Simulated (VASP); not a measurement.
Si:

```
CELL_PARAMETERS angstrom
3.83132 0.00000 0.00000
-1.91566 3.31802 0.00000
0.00000 0.00000 6.33262
ATOMIC_POSITIONS crystal
Si 0.33333 0.66667 0.06301
Si 0.33333 0.66667 0.43699
Si 0.66667 0.33333 0.56301
Si 0.66667 0.33333 0.93699
```

This isn't the form of Si at room conditions, which is diamond.

Base run:

* Program: VASP 6.6.1
* Functional: PBE
* Potentials or basis: VASP PAW PBE potentials, release 64 (Si)
* Cutoff: 500 eV
* k mesh: 5 × 5 × 3
* Occupations: fermi-dirac, width 0.1 eV
* Spin: no spin polarisation

Its results: band gap on the k mesh 0.54 eV (least direct gap 1.03 eV); pressure 1.5 GPa; largest force 0.013 eV/Å.

Task: The run is repeated on the same cell with these changes: k mesh from 5 × 5 × 3 to 6 × 6 × 3. What comes out?

Result: Band gap on the k mesh 0.42 eV (least direct gap 1.03 eV); pressure 1.4 GPa; largest force 0.006 eV/Å.

Caveats: semilocal functionals underestimate gaps, and a narrow one can read as zero.

A k mesh can miss the band edges.
